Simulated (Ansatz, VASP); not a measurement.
**Two plane-wave programs on SiW3**

The input INCAR:

```
SYSTEM = SiW3
ALGO     = Fast           ! electronic algorithm
EDIFF    = 1E-6           ! SCF threshold, eV
ENCUT    = 520            ! plane-wave cutoff, eV
GGA      = PS             ! functional
ISIF     = 2              ! what is computed and relaxed
ISMEAR   = 0              ! smearing method
LASPH    = .True.         ! aspherical terms in the spheres
LCHARG   = .True.         ! write CHGCAR
LELF     = .True.         ! ELF
LREAL    = .False.        ! projectors in reciprocal space
LVHAR    = .True.       
LWAVE    = .False.        ! write WAVECAR
NBANDS   = 56             ! bands
NELM     = 100            ! most SCF steps
PREC     = Accurate       ! precision mode
SIGMA    = 0.15           ! smearing width, eV
```

KPOINTS

```
k-points
0
Gamma
  10 10 10
  0 0 0
```

File POSCAR:

```
SiW3
1.0
    0.0000000000     -5.1543905733      0.0000000000
   -5.1543905733      0.0000000000      0.0000000000
    0.0000000000      0.0000000000     -5.1543905733
Si W
2 6
Direct
    0.0000000000      0.0000000000      0.0000000000
    0.5000000000      0.5000000000      0.5000000000
    0.5000000000      0.5000000000      0.0000000000
    1.0000000000      1.0000000000      0.5000000000
    0.5000000000      0.0000000000      0.0000000000
    0.0000000000      0.5000000000      0.5000000000
    0.5000000000      0.0000000000      0.5000000000
    0.0000000000      0.5000000000      0.0000000000
```

Input for Ansatz:

```yaml
crystal:
  lattice:
    - [0.0, -5.1543905733, 0.0]
    - [-5.1543905733, 0.0, 0.0]
    - [0.0, 0.0, -5.1543905733]
  atoms:
    - { symbol: Si, position: [0.0, 0.0, 0.0] }
    - { symbol: Si, position: [0.5, 0.5, 0.5] }
    - { symbol: W, position: [0.5, 0.5, 0.0] }
    - { symbol: W, position: [1.0, 1.0, 0.5] }
    - { symbol: W, position: [0.5, 0.0, 0.0] }
    - { symbol: W, position: [0.0, 0.5, 0.5] }
    - { symbol: W, position: [0.5, 0.0, 0.5] }
    - { symbol: W, position: [0.0, 0.5, 0.0] }
basis:
  ecutwfc: 420
kpoints:
  mp_grid: { grid: [10, 10, 10] }
hamiltonian:
  xc: pbesol
scf:
  occupations: { method: gaussian, width: 0.15 }
output:
  forces: true
  stress: true
  eigenvalues: true
```

Alike in both runs: task single point; functional PBEsol; k mesh 10 × 10 × 10; occupations gaussian, width 0.15 eV; no spin polarisation.

|  | VASP | Ansatz |
| --- | --- | --- |
| version | VASP 6.6.1 | Ansatz 0.2.0 |
| potentials or method | VASP PAW PBE potentials, release 64 (Si, W_sv), cutoff 520 eV | scalar-relativistic, plane waves, PAW |
| valence electrons in the cell | 92 | 92 |

Ansatz gave:

- gap on the k mesh at the Fermi level (eV): none
- pressure (GPa): 0.2

**Question.** Estimate VASP's values.

**Answer.** gap on the k mesh at the Fermi level (eV): none; pressure (GPa): 0.7.

VASP's potentials were made for PBE, not for PBEsol. A gap of «none» marks a metal or a gap that the smearing closes. The functional is the same, so the differences come from potentials, cutoffs and numerics.

Spin-orbit coupling is off throughout.
